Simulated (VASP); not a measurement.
# Bi2Te2O (P6/mmm) in VASP: single point with PBE

Aim: the single point of Bi2Te2O with PBE.

All numbers are computed with VASP 6.6.1; they aren't measurements. Logs are shortened: lines on timing, memory, paths and dates and some standing lists are left out, and cuts for length are marked.

**1. The cell of the first run**

It takes space group P6/mmm (No. 191, hexagonal). The conventional cell has a = 3.462 Å, b = 3.462 Å, c = 13.925 Å, α = 90.00°, β = 90.00°, γ = 120.00°. Bi (site symmetry 6mm) has 1 O at 2.08 Å within 2.8 Å. Te (site symmetry 6mm) has 7 Te at 2.88 to 3.46 Å and 1 Bi at 3.44 Å within 3.8 Å. O (site symmetry 6/mmm) has 2 Bi at 2.08 Å within 2.8 Å.

**2. Single point, PBE**

Contents of POSCAR:

```
Bi2Te2O
1.0
    3.4620774884      0.0000000000      0.0000000000
   -1.7310387442      2.9982470549      0.0000000000
    0.0000000000      0.0000000000     13.9253704099
Bi Te O
2 2 1
Direct
    0.0000000000      0.0000000000      0.6495866317
    0.0000000000      0.0000000000      0.3504133683
    0.0000000000      0.0000000000      0.8965520023
    0.0000000000      0.0000000000      0.1034479977
    0.0000000000      0.0000000000      0.5000000000
```

Contents of INCAR.step1:

```
PREC = Accurate
ENCUT = 520
EDIFF = 1E-6
ISMEAR = 0
SIGMA = 0.1
LREAL = F
LASPH = T
NELM = 60
ALGO = Normal
ISIF = 2
LWAVE = F
LCHARG = T
GGA = PE
NBANDS = 32
```

Contents of KPOINTS.step1:

```
regular mesh
0
Gamma
  12 12 4
```

Contents of INCAR.step2:

```
PREC = Accurate
ENCUT = 520
EDIFF = 1E-6
ISMEAR = -5
SIGMA = 0.1
LREAL = F
LASPH = T
NELM = 60
ALGO = Normal
ISIF = 2
LWAVE = F
LCHARG = F
GGA = PE
LORBIT = 11
NEDOS = 1001
ICHARG = 11
```

Contents of KPOINTS.step2:

```
regular mesh
0
Gamma
  18 18 6
```

Potentials or basis: VASP PAW PBE potentials, release 64 (Bi_d, Te, O).

On the command line:

```sh
> cat potpaw_PBE.64/Bi_d/POTCAR potpaw_PBE.64/Te/POTCAR potpaw_PBE.64/O/POTCAR > POTCAR
> cp INCAR.step1 INCAR
> cp KPOINTS.step1 KPOINTS
> mpirun -np 1 vasp_std > vasp.out
> cp INCAR.step2 INCAR
> cp KPOINTS.step2 KPOINTS
> mpirun -np 1 vasp_std > vasp.out
```

OUTCAR:

```text
PREC = Accurate
   ENCUT = 520
   EDIFF = 1E-6
   ISMEAR = -5
   LREAL = F
   LASPH = T
   NELM = 60
   ISIF = 2
   GGA = PE
   LORBIT = 11
   ICHARG = 11

 ion  position               nearest neighbor table
   1  0.000  0.000  0.650-   5 2.08   3 3.44
   2  0.000  0.000  0.350-   5 2.08   4 3.44
   3  0.000  0.000  0.897-   4 2.88   1 3.44
   4  0.000  0.000  0.103-   3 2.88   2 3.44
   5  0.000  0.000  0.500-   1 2.08   2 2.08

  LATTYP: Found a hexagonal cell.
 ALAT       =     3.4620774884
 C/A-ratio  =     4.0222584435

  Lattice vectors:

 A1 = (   3.4620774884,   0.0000000000,   0.0000000000)
 A2 = (  -1.7310387442,   2.9982470549,   0.0000000000)
 A3 = (   0.0000000000,   0.0000000000,  13.9253704099)

Analysis of symmetry for initial positions (statically):
=====================================================================
 Subroutine PRICEL returns:
 Original cell was already a primitive cell.

 Routine SETGRP: Setting up the symmetry group for a
 hexagonal supercell.

 Subroutine GETGRP returns: Found 24 space group operations
 (whereof 24 operations were pure point group operations)
 out of a pool of 24 trial point group operations.

The static configuration has the point symmetry D_6h.

Analysis of symmetry for dynamics (positions and initial velocities):
=====================================================================
 Subroutine PRICEL returns:
 Original cell was already a primitive cell.

 Routine SETGRP: Setting up the symmetry group for a
 hexagonal supercell.

 Subroutine GETGRP returns: Found 24 space group operations
 (whereof 24 operations were pure point group operations)
 out of a pool of 24 trial point group operations.

The dynamic configuration has the point symmetry D_6h.

 Subroutine INISYM returns: Found 24 space group operations
 (whereof 24 operations are pure point group operations),
 and found     1 'primitive' translations

----------------------------------------------------------------------------------------

                                     Primitive cell

  volume of cell :     144.5476

  direct lattice vectors                    reciprocal lattice vectors
     3.462077488  0.000000000  0.000000000     0.288843910  0.166764109  0.000000000
    -1.731038744  2.998247055  0.000000000     0.000000000  0.333528219  0.000000000
     0.000000000  0.000000000 13.925370410     0.000000000  0.000000000  0.071811375

  length of vectors
     3.462077488  3.462077488 13.925370410     0.333528219  0.333528219  0.071811375

  position of ions in fractional coordinates (direct lattice)
     0.000000000  0.000000000  0.649586632
     0.000000000  0.000000000  0.350413368
     0.000000000  0.000000000  0.896552002
     0.000000000  0.000000000  0.103447998
     0.000000000  0.000000000  0.500000000

  ion indices of the primitive-cell ions
   primitive index   ion index
                 1           1
                 2           2
                 3           3
                 4           4
                 5           5

----------------------------------------------------------------------------------------

 KPOINTS: regular mesh

Automatic generation of k-mesh.
 Grid dimensions read from file:
 generate k-points for:   18   18    6

 Generating k-lattice:

  Cartesian coordinates                     Fractional coordinates (reciprocal lattice)
     0.016046884  0.009264673  0.000000000     0.055555556  0.000000000  0.000000000
     0.000000000  0.018529345  0.000000000     0.000000000  0.055555556  0.000000000
     0.000000000  0.000000000  0.011968563     0.000000000  0.000000000  0.166666667

  Length of vectors
     0.018529345  0.018529345  0.011968563

  Shift w.r.t. Gamma in fractional coordinates (k-lattice)
     0.000000000  0.000000000  0.000000000

 TETIRR: Found   1977 inequivalent tetrahedra from    11664

 Subroutine IBZKPT returns following result:
 ===========================================

 Found    148 irreducible k-points:

 Following reciprocal coordinates:
            Coordinates               Weight
  0.000000  0.000000  0.000000      1.000000
  0.055556  0.000000  0.000000      6.000000
  0.111111  0.000000  0.000000      6.000000
  0.166667  0.000000  0.000000      6.000000
  0.222222  0.000000  0.000000      6.000000
  0.277778 -0.000000  0.000000      6.000000
[... 16 lines left out ...]
  0.333333  0.111111  0.000000     12.000000
  0.388889  0.111111  0.000000     12.000000
 [... further k-points ...]
   k-points           NKPTS =    148   k-points in BZ     NKDIM =    148   number of bands    NBANDS=     28
   number of dos      NEDOS =   1001   number of ions     NIONS =      5
   total plane-waves  NPLWV =  84672
   dimension x,y,z NGX =    28 NGY =   28 NGZ =  108
   dimension x,y,z NGXF=    56 NGYF=   56 NGZF=  216
   ions per type =               2   2   1
   NGX,Y,Z   is equivalent  to a cutoff of  13.45, 13.45, 12.89 a.u.
   NGXF,Y,Z  is equivalent  to a cutoff of  26.89, 26.89, 25.79 a.u.
 SYSTEM =  unknown system
   PREC   = accura    normal or accurate (medium, high low for compatibility)
   ISTART =      0    job   : 0-new  1-cont  2-samecut
   ICHARG =     11    charge: 1-file 2-atom 10-const
   ISPIN  =      1    spin polarized calculation?
   LNONCOLLINEAR =      F non collinear calculations
   LSORBIT =      F    spin-orbit coupling
   LASPH  =      T    aspherical Exc in radial PAW
   ENCUT  =  520.0 eV  38.22 Ry    6.18 a.u.   6.44  6.44 25.89*2*pi/ulx,y,z
   NELM   =     60;   NELMIN=  2; NELMDL=  0     # of ELM steps
   EDIFF  = 0.1E-05   stopping-criterion for ELM
   LREAL  =      F    real-space projection
   EDIFFG = 0.1E-04   stopping-criterion for IOM
   NSW    =      0    number of steps for IOM
   IBRION =     -1    ionic relax: 0-MD 1-quasi-New 2-CG
   NFREE  =      0    steps in history (QN), initial steepest desc. (CG)
   ISIF   =      2    stress and relaxation
   ISYM   =      2    0-nonsym 1-usesym 2-fastsym
   POTIM  = 0.5000    time-step for ionic-motion
   TEBEG  =    0.0;   TEEND  =   0.0 temperature during run
   PSTRESS=    0.0 pullay stress
   NELECT =      48.0000    total number of electrons
   NUPDOWN=      -1.0000    fix difference up-down
   EMIN   =  10.00;   EMAX   =-10.00  energy-range for DOS
   EFERMI =   0.00;   METHOD = LEGACY
   ISMEAR =    -5;   SIGMA  =   0.10  broadening in eV -4-tet -1-fermi 0-gaus
   EFERMI_NEDOS =   21; number of points for ismear=-14 and -15
   IALGO  =     38    algorithm
   IMIX   =      4    mixing-type and parameters
     AMIX     =   0.40;   BMIX     =  1.00
     AMIX_MAG =   1.60;   BMIX_MAG =  1.00
  volume/ion in A,a.u.               =      28.91       195.09
  Fermi-wavevector in a.u.,A,eV,Ry     =   1.133665  2.142317 17.486173  1.285197
  Thomas-Fermi vector in A             =   2.270369
   LORBIT       =     11    0 simple, 1 ext, 2 COOP (PROOUT), +10 PAW based schemes
   GGA     = PE    functional components
   LHFCALC =     F    Hartree Fock is set to
   AEXX    =    0.0000 exact exchange contribution
   IVDW    =     0    specifies the selected vdW correction
   LEPSILON=     F    determine dielectric tensor
   LRPA    =     F    only Hartree local field effects (RPA)
 non-spin polarized calculation
 Fermi weights with tetrahedron method with Bloechl corrections
  energy-cutoff  :      520.00
  volume of cell :      144.55
 maximum number of plane-waves:      3936
 NGX is ok and might be reduce to    28

 number of electron      48.0000011 magnetization

 Free energy of the ion-electron system (eV)
  ---------------------------------------------------
  ext. energy  EPLUGINS =         0.00000000
  ---------------------------------------------------
  free energy    TOTEN  =       -19.38854055 eV

  energy without entropy =      -19.38854055  energy(sigma->0) =      -19.38854055

 E-fermi :   6.0998     XC(G=0):  -9.4792

 val. band max:        6.1432622807   @ k =   0.3333  -0.0000   0.0000
 cond. band min:       6.0650729231   @ k =   0.2222   0.1667   0.3333
 fundamental gap:     -0.0781893576
 Fermi energy:         6.0998468342

 k-point     1 :       0.0000    0.0000    0.0000
  band No.  band energies     occupation
      1     -17.3520      2.00000
      2     -17.1714      2.00000
      3     -17.0926      2.00000
      4     -17.0926      2.00000
      5     -17.0923      2.00000
      6     -17.0923      2.00000
[... 20 lines left out ...]
     27      11.0011      0.00000
     28      11.0050      0.00000

 k-point     2 :       0.0556    0.0000    0.0000
  band No.  band energies     occupation
      1     -17.3497      2.00000
      2     -17.1689      2.00000
      3     -17.0931      2.00000
      4     -17.0928      2.00000
      5     -17.0880      2.00000
      6     -17.0877      2.00000
[... 20 lines left out ...]
     27      10.5684      0.00000
     28      10.8839      0.00000

 k-point     3 :       0.1111    0.0000    0.0000
  band No.  band energies     occupation
      1     -17.3432      2.00000
      2     -17.1621      2.00000
      3     -17.0944      2.00000
      4     -17.0935      2.00000
      5     -17.0748      2.00000
      6     -17.0745      2.00000
[... 616 lines left out ...]
      3     -17.0886      2.00000
      4     -17.0501      2.00000
      5     -17.0384      2.00000
      6     -17.0295      2.00000
[... 20 lines left out ...]
     27       7.4233      0.00000
     28       7.8933      0.00000

 k-point    24 :       0.3889    0.1111    0.0000
  band No.  band energies     occupation
      1     -17.2874      2.00000
      2     -17.1441      2.00000
      3     -17.0860      2.00000
      4     -17.0435      2.00000
      5     -17.0386      2.00000
      6     -17.0345      2.00000
[... 20 lines left out ...]
     27       7.2990      0.00000
     28       7.7154      0.00000

 [... further k-points ...]

------------------------ aborting loop because EDIFF is reached ----------------------------------------

  FORCE on cell =-STRESS in cart. coord.  units (eV):
  Direction    XX          YY          ZZ          XY          YZ          ZX
  --------------------------------------------------------------------------------------
  -------------------------------------------------------------------------------------
  Total       -0.2183684     -0.2183684      0.2874125      0.0000000      0.0000000      0.0000000
  in kB       -2.4204132     -2.4204132      3.1857031      0.0000000      0.0000000      0.0000000
  external PRESSURE =      -0.5517077 kB  Pullay stress =       0.0000000 kB

 VOLUME and BASIS-vectors are now :
 -----------------------------------------------------------------------------
  energy-cutoff  :      520.00
  volume of cell :      144.55
      direct lattice vectors                 reciprocal lattice vectors
     3.462077488  0.000000000  0.000000000     0.288843910  0.166764109  0.000000000
    -1.731038744  2.998247055  0.000000000     0.000000000  0.333528219  0.000000000
     0.000000000  0.000000000 13.925370410     0.000000000  0.000000000  0.071811375

 POSITION                                       TOTAL-FORCE (eV/Angst)
 -----------------------------------------------------------------------------------
      0.00000      0.00000      9.04573         0.000000     -0.000000      0.036410
      0.00000      0.00000      4.87964        -0.000000      0.000000     -0.036410
      0.00000      0.00000     12.48482         0.000000      0.000000      0.031212
      0.00000      0.00000      1.44055        -0.000000     -0.000000     -0.031212
      0.00000      0.00000      6.96269         0.000000     -0.000000     -0.000000
 -----------------------------------------------------------------------------------
    total drift:                               -0.000000     -0.000000      0.000000

  FREE ENERGIE OF THE ION-ELECTRON SYSTEM (eV)
  ---------------------------------------------------
  free  energy   TOTEN  =       -19.3885405486 eV

  energy  without entropy=      -19.3885405486  energy(sigma->0) =      -19.38854055

 total charge

# of ion       s       p       d       tot
------------------------------------------
    1        1.551   1.202   9.962  12.714
    2        1.551   1.202   9.962  12.714
    3        1.432   1.784   0.039   3.256
    4        1.432   1.784   0.039   3.256
    5        1.576   3.371   0.000   4.947
--------------------------------------------------
tot          7.542   9.344  20.001  36.887
```

Wall time 13 min (1 thread of Intel Xeon Platinum 8488C (Sapphire Rapids), shared host); peak memory 0.68 GiB.

What came out:

- Valence electrons inside the program's atomic spheres: Bi 12.71; Te 3.26; O 4.95

Caveat: spin-orbit coupling is left out, which moves the levels of the heavy elements.
